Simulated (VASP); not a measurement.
# AlRu (Pm-3m) in VASP: single point with PBEsol

Aim: the single point of AlRu with PBEsol.

All numbers are computed with VASP 6.6.1; they aren't measurements. Logs are shortened: lines on timing, memory, paths and dates and some standing lists are left out, and cuts for length are marked.

### Step 1. The cell of the first run

It takes space group Pm-3m (No. 221, cubic). The conventional cell has a = 2.976 Å, b = 2.976 Å, c = 2.976 Å, α = 90.00°, β = 90.00°, γ = 90.00°. Within 3.4 Å of Al (site symmetry m-3m) lie 8 Ru at 2.58 Å and 6 Al at 2.98 Å. Ru (site symmetry m-3m) has 8 Al at 2.58 Å and 6 Ru at 2.98 Å within 3.4 Å.

### Step 2. Single point, PBEsol

Contents of INCAR:

```
SYSTEM = AlRu
PREC = Accurate
ENCUT = 500
EDIFF = 1E-6
ISMEAR = 0
SIGMA = 0.15
LREAL = .False.
LASPH = .True.
NELM = 120
ALGO = Normal
ISIF = 2
LWAVE = .False.
LCHARG = .True.
GGA = PS
LELF = .True.
LVHAR = .True.
NBANDS = 16
GGA_COMPAT = .False.
```

Contents of KPOINTS:

```
regular mesh
0
Gamma
  12 12 12
  0 0 0
```

Contents of POSCAR:

```
AlRu
1.0
    2.9758586344      0.0000004089     -0.0000039248
    0.0000003783      2.9758579202     -0.0000050076
   -0.0000038985     -0.0000049814      2.9758602509
Al Ru
1 1
Direct
    0.0000008376      0.0000004101      0.0000010141
    0.4999991624      0.4999995899      0.4999989859
```

Potentials or basis: VASP PAW PBE potentials, release 64 (Al, Ru_pv).

Launch:

```bash
cat potpaw_PBE.64/Al/POTCAR potpaw_PBE.64/Ru_pv/POTCAR > POTCAR
mpirun -np 1 vasp_std > vasp.out
```

OUTCAR:

```text
SYSTEM = AlRu
   PREC = Accurate
   ENCUT = 500
   EDIFF = 1E-6
   ISMEAR = 0
   LREAL = .False.
   LASPH = .True.
   NELM = 120
   ISIF = 2
   GGA = PS

 ion  position               nearest neighbor table
   1  0.000  0.000  0.000-   2 2.58   2 2.58   2 2.58   2 2.58   2 2.58   2 2.58   2 2.58   2 2.58

   2  0.500  0.500  0.500-   1 2.58   1 2.58   1 2.58   1 2.58   1 2.58   1 2.58   1 2.58   1 2.58

  LATTYP: Found a simple cubic cell.
 ALAT       =     2.9758586344

  Lattice vectors:

 A1 = (   2.9758586344,   0.0000004089,  -0.0000039248)
 A2 = (   0.0000003783,   2.9758579202,  -0.0000050076)
 A3 = (  -0.0000038985,  -0.0000049814,   2.9758602509)

Analysis of symmetry for initial positions (statically):
=====================================================================
 Subroutine PRICEL returns:
 Original cell was already a primitive cell.

 Routine SETGRP: Setting up the symmetry group for a
 simple cubic supercell.

 Subroutine GETGRP returns: Found 48 space group operations
 (whereof 48 operations were pure point group operations)
 out of a pool of 48 trial point group operations.

The static configuration has the point symmetry O_h .

Analysis of symmetry for dynamics (positions and initial velocities):
=====================================================================
 Subroutine PRICEL returns:
 Original cell was already a primitive cell.

 Routine SETGRP: Setting up the symmetry group for a
 simple cubic supercell.

 Subroutine GETGRP returns: Found 48 space group operations
 (whereof 48 operations were pure point group operations)
 out of a pool of 48 trial point group operations.

The dynamic configuration has the point symmetry O_h .

 Subroutine INISYM returns: Found 48 space group operations
 (whereof 48 operations are pure point group operations),
 and found     1 'primitive' translations

----------------------------------------------------------------------------------------

                                     Primitive cell

  volume of cell :      26.3534

  direct lattice vectors                    reciprocal lattice vectors
     2.975858634  0.000000409 -0.000003925     0.336037468 -0.000000043  0.000000440
     0.000000378  2.975857920 -0.000005008    -0.000000046  0.336037548  0.000000563
    -0.000003899 -0.000004981  2.975860251     0.000000443  0.000000565  0.336037285

  length of vectors
     2.975858634  2.975857920  2.975860251     0.336037468  0.336037548  0.336037285

  position of ions in fractional coordinates (direct lattice)
     0.000000838  0.000000410  0.000001014
     0.499999162  0.499999590  0.499998986

  ion indices of the primitive-cell ions
   primitive index   ion index
                 1           1
                 2           2

----------------------------------------------------------------------------------------

 KPOINTS: regular mesh

Automatic generation of k-mesh.
 Grid dimensions read from file:
 generate k-points for:   12   12   12

 Generating k-lattice:

  Cartesian coordinates                     Fractional coordinates (reciprocal lattice)
     0.028003122 -0.000000004  0.000000037     0.083333333 -0.000000000  0.000000000
    -0.000000004  0.028003129  0.000000047     0.000000000  0.083333333  0.000000000
     0.000000037  0.000000047  0.028003107     0.000000000  0.000000000  0.083333333

  Length of vectors
     0.028003122  0.028003129  0.028003107

  Shift w.r.t. Gamma in fractional coordinates (k-lattice)
     0.000000000  0.000000000  0.000000000

 Subroutine IBZKPT returns following result:
 ===========================================

 Found     84 irreducible k-points:

 Following reciprocal coordinates:
            Coordinates               Weight
  0.000000  0.000000  0.000000      1.000000
  0.083333 -0.000000  0.000000      6.000000
  0.166667  0.000000  0.000000      6.000000
  0.250000 -0.000000  0.000000      6.000000
  0.333333  0.000000  0.000000      6.000000
  0.416667 -0.000000  0.000000      6.000000
[... 16 lines left out ...]
  0.333333  0.333333  0.000000     12.000000
  0.416667  0.333333  0.000000     24.000000
 [... further k-points ...]
   k-points           NKPTS =     84   k-points in BZ     NKDIM =     84   number of bands    NBANDS=     16
   number of dos      NEDOS =    301   number of ions     NIONS =      2
   total plane-waves  NPLWV =  13824
   dimension x,y,z NGX =    24 NGY =   24 NGZ =   24
   dimension x,y,z NGXF=    48 NGYF=   48 NGZF=   48
   ions per type =               1   1
   NGX,Y,Z   is equivalent  to a cutoff of  13.41, 13.41, 13.41 a.u.
   NGXF,Y,Z  is equivalent  to a cutoff of  26.82, 26.82, 26.82 a.u.
 SYSTEM =  AlRu
   PREC   = accura    normal or accurate (medium, high low for compatibility)
   ISTART =      0    job   : 0-new  1-cont  2-samecut
   ICHARG =      2    charge: 1-file 2-atom 10-const
   ISPIN  =      1    spin polarized calculation?
   LNONCOLLINEAR =      F non collinear calculations
   LSORBIT =      F    spin-orbit coupling
   LASPH  =      T    aspherical Exc in radial PAW
   ENCUT  =  500.0 eV  36.75 Ry    6.06 a.u.   5.43  5.43  5.43*2*pi/ulx,y,z
   NELM   =    120;   NELMIN=  2; NELMDL= -5     # of ELM steps
   EDIFF  = 0.1E-05   stopping-criterion for ELM
   LREAL  =      F    real-space projection
   EDIFFG = 0.1E-04   stopping-criterion for IOM
   NSW    =      0    number of steps for IOM
   IBRION =     -1    ionic relax: 0-MD 1-quasi-New 2-CG
   NFREE  =      0    steps in history (QN), initial steepest desc. (CG)
   ISIF   =      2    stress and relaxation
   ISYM   =      2    0-nonsym 1-usesym 2-fastsym
   POTIM  = 0.5000    time-step for ionic-motion
   TEBEG  =    0.0;   TEEND  =   0.0 temperature during run
   PSTRESS=    0.0 pullay stress
   NELECT =      17.0000    total number of electrons
   NUPDOWN=      -1.0000    fix difference up-down
   EMIN   =  10.00;   EMAX   =-10.00  energy-range for DOS
   EFERMI =   0.00;   METHOD = LEGACY
   ISMEAR =     0;   SIGMA  =   0.15  broadening in eV -4-tet -1-fermi 0-gaus
   EFERMI_NEDOS =   21; number of points for ismear=-14 and -15
   IALGO  =     38    algorithm
   IMIX   =      4    mixing-type and parameters
     AMIX     =   0.40;   BMIX     =  1.00
     AMIX_MAG =   1.60;   BMIX_MAG =  1.00
  volume/ion in A,a.u.               =      13.18        88.92
  Fermi-wavevector in a.u.,A,eV,Ry     =   1.414530  2.673074 27.223827  2.000895
  Thomas-Fermi vector in A             =   2.536063
   LORBIT       =      0    0 simple, 1 ext, 2 COOP (PROOUT), +10 PAW based schemes
   GGA     = PS    functional components
   LHFCALC =     F    Hartree Fock is set to
   AEXX    =    0.0000 exact exchange contribution
   IVDW    =     0    specifies the selected vdW correction
   LEPSILON=     F    determine dielectric tensor
   LRPA    =     F    only Hartree local field effects (RPA)
 non-spin polarized calculation
 Gauss-broadening in eV      SIGMA  =   0.15
  energy-cutoff  :      500.00
  volume of cell :       26.35
 maximum number of plane-waves:       691
 NGX is ok and might be reduce to    24
   NGX = 11   NGY = 11   NGZ = 11

 number of electron      17.0000000 magnetization

 Free energy of the ion-electron system (eV)
  ---------------------------------------------------
  ext. energy  EPLUGINS =         0.00000000
  ---------------------------------------------------
  free energy    TOTEN  =       -15.53451233 eV

  energy without entropy =      -15.51881836  energy(sigma->0) =      -15.52666534

 E-fermi :  10.8140     XC(G=0): -12.7692

 val. band max:       10.7985069135   @ k =   0.4167   0.3333   0.1667
 cond. band min:      10.8147215605   @ k =   0.0833   0.0833   0.0000
 fundamental gap:      0.0162146471
 Fermi energy:        10.8140406039

 k-point     1 :       0.0000    0.0000    0.0000
  band No.  band energies     occupation
      1     -30.8986      2.00000
      2     -30.8986      2.00000
      3     -30.8985      2.00000
      4       1.0444      2.00000
      5       7.1436      2.00000
      6       7.1436      2.00000
[... 8 lines left out ...]
     15      22.8082      0.00000
     16      26.2021      0.00000

 k-point     2 :       0.0833   -0.0000    0.0000
  band No.  band energies     occupation
      1     -30.9138      2.00000
      2     -30.8973      2.00000
      3     -30.8973      2.00000
      4       1.1799      2.00000
      5       7.1914      2.00000
      6       7.1922      2.00000
[... 8 lines left out ...]
     15      22.8094      0.00000
     16      26.6237      0.00000

 k-point     3 :       0.1667    0.0000    0.0000
  band No.  band energies     occupation
      1     -30.9551      2.00000
      2     -30.8938      2.00000
      3     -30.8938      2.00000
      4       1.5776      2.00000
      5       7.2855      2.00000
      6       7.3262      2.00000
[... 8 lines left out ...]
     15      23.2162      0.00000
     16      27.9463      0.00000

 k-point     4 :       0.2500   -0.0000    0.0000
  band No.  band energies     occupation
      1     -31.0112      2.00000
      2     -30.8890      2.00000
      3     -30.8890      2.00000
      4       2.2123      2.00000
      5       7.2598      2.00000
      6       7.5217      2.00000
[... 8 lines left out ...]
     15      23.7629      0.00000
     16      27.4544      0.00000

 k-point     5 :       0.3333    0.0000    0.0000
  band No.  band energies     occupation
      1     -31.0668      2.00000
      2     -30.8843      2.00000
      3     -30.8842      2.00000
      4       3.0451      2.00000
      5       6.8948      2.00000
      6       7.7326      2.00000
[... 8 lines left out ...]
     15      24.0788      0.00000
     16      25.9456      0.00000

 k-point     6 :       0.4167   -0.0000    0.0000
  band No.  band energies     occupation
      1     -31.1073      2.00000
      2     -30.8808      2.00000
      3     -30.8807      2.00000
      4       4.0188      2.00000
      5       6.1333      2.00000
      6       7.8986      2.00000
[... 8 lines left out ...]
     15      24.2128      0.00000
     16      24.5677      0.00000

 k-point     7 :       0.5000   -0.0000    0.0000
  band No.  band energies     occupation
      1     -31.1221      2.00000
      2     -30.8795      2.00000
      3     -30.8794      2.00000
      4       4.8809      2.00000
      5       5.3191      2.00000
      6       7.9622      2.00000
[... 8 lines left out ...]
     15      23.7841      0.00000
     16      23.7842      0.00000

 k-point     8 :       0.0833    0.0833    0.0000
  band No.  band energies     occupation
      1     -30.9131      2.00000
      2     -30.9118      2.00000
      3     -30.8960      2.00000
      4       1.3140      2.00000
      5       7.2364      2.00000
      6       7.2465      2.00000
[... 8 lines left out ...]
     15      22.8094      0.00000
     16      26.9935      0.00000

 k-point     9 :       0.1667    0.0833    0.0000
  band No.  band energies     occupation
      1     -30.9537      2.00000
      2     -30.9088      2.00000
      3     -30.8925      2.00000
      4       1.7072      2.00000
      5       7.3368      2.00000
      6       7.3813      2.00000
[... 8 lines left out ...]
     15      23.4685      0.00000
     16      28.1095      0.00000
[... 172 lines left out ...]
 k-point    19 :       0.2500    0.2500    0.0000
  band No.  band energies     occupation
      1     -31.0019      2.00000
      2     -30.9966      2.00000
      3     -30.8794      2.00000
      4       3.2290      2.00000
      5       7.3163      2.00000
      6       8.0261      2.00000
[... 8 lines left out ...]
     15      24.7810      0.00000
     16      26.4050      0.00000

 k-point    20 :       0.3333    0.2500    0.0000
  band No.  band energies     occupation
      1     -31.0538      2.00000
      2     -30.9932      2.00000
      3     -30.8746      2.00000
      4       3.9035      2.00000
      5       6.9696      2.00000
      6       8.2808      2.00000
[... 8 lines left out ...]
     15      23.7050      0.00000
     16      25.5777      0.00000

 k-point    21 :       0.4167    0.2500    0.0000
  band No.  band energies     occupation
      1     -31.0933      2.00000
      2     -30.9889      2.00000
      3     -30.8710      2.00000
      4       4.6097      2.00000
      5       6.4444      2.00000
      6       8.4914      2.00000
[... 8 lines left out ...]
     15      22.8140      0.00000
     16      24.9080      0.00000

 k-point    22 :       0.5000    0.2500    0.0000
  band No.  band energies     occupation
      1     -31.1078      2.00000
      2     -30.9873      2.00000
      3     -30.8697      2.00000
      4       5.0342      2.00000
      5       6.0816      2.00000
      6       8.5906      2.00000
[... 8 lines left out ...]
     15      22.8120      0.00000
     16      24.6216      0.00000

 k-point    23 :       0.3333    0.3333    0.0000
  band No.  band energies     occupation
      1     -31.0491      2.00000
      2     -31.0451      2.00000
      3     -30.8697      2.00000
      4       4.3740      2.00000
      5       6.8882      2.00000
      6       8.6163      2.00000
[... 8 lines left out ...]
     15      23.5043      0.00000
     16      25.7582      0.00000

 k-point    24 :       0.4167    0.3333    0.0000
  band No.  band energies     occupation
      1     -31.0863      2.00000
      2     -31.0423      2.00000
      3     -30.8662      2.00000
      4       4.7354      2.00000
      5       6.8189      2.00000
      6       8.8677      2.00000
[... 8 lines left out ...]
     15      23.2972      0.00000
     16      26.1409      0.00000

 [... further k-points ...]

------------------------ aborting loop because EDIFF is reached ----------------------------------------

  FORCE on cell =-STRESS in cart. coord.  units (eV):
  Direction    XX          YY          ZZ          XY          YZ          ZX
  --------------------------------------------------------------------------------------
  -------------------------------------------------------------------------------------
  Total        0.0145082      0.0145082      0.0145083      0.0000000     -0.0000000     -0.0000000
  in kB        0.8820401      0.8820397      0.8820410      0.0000002     -0.0000030     -0.0000023
  external PRESSURE =       0.8820403 kB  Pullay stress =       0.0000000 kB

 VOLUME and BASIS-vectors are now :
 -----------------------------------------------------------------------------
  energy-cutoff  :      500.00
  volume of cell :       26.35
      direct lattice vectors                 reciprocal lattice vectors
     2.975858634  0.000000409 -0.000003925     0.336037468 -0.000000043  0.000000440
     0.000000378  2.975857920 -0.000005008    -0.000000046  0.336037548  0.000000563
    -0.000003899 -0.000004981  2.975860251     0.000000443  0.000000565  0.336037285

 POSITION                                       TOTAL-FORCE (eV/Angst)
 -----------------------------------------------------------------------------------
      0.00000      0.00000      0.00000        -0.000000      0.000000     -0.000000
      1.48793      1.48793      1.48792         0.000000     -0.000000      0.000000
 -----------------------------------------------------------------------------------
    total drift:                                0.003032      0.001485      0.003671

  FREE ENERGIE OF THE ION-ELECTRON SYSTEM (eV)
  ---------------------------------------------------
  free  energy   TOTEN  =       -15.5345123302 eV

  energy  without entropy=      -15.5188183577  energy(sigma->0) =      -15.52666534
```

Run time: 8.8 s. Hardware: 1 thread of Intel Xeon 6975P-C (Granite Rapids), shared host; peak memory 0.16 GiB.

What came out:

```
Free energy            : -15.5345 eV
Pressure               : 0.1 GPa
Band gap on the k mesh : zero (an odd number of electrons rules out a gap without spin polarisation)
```

Caveat: the PAW data sets were made with another functional, which shifts forces and pressure a little.
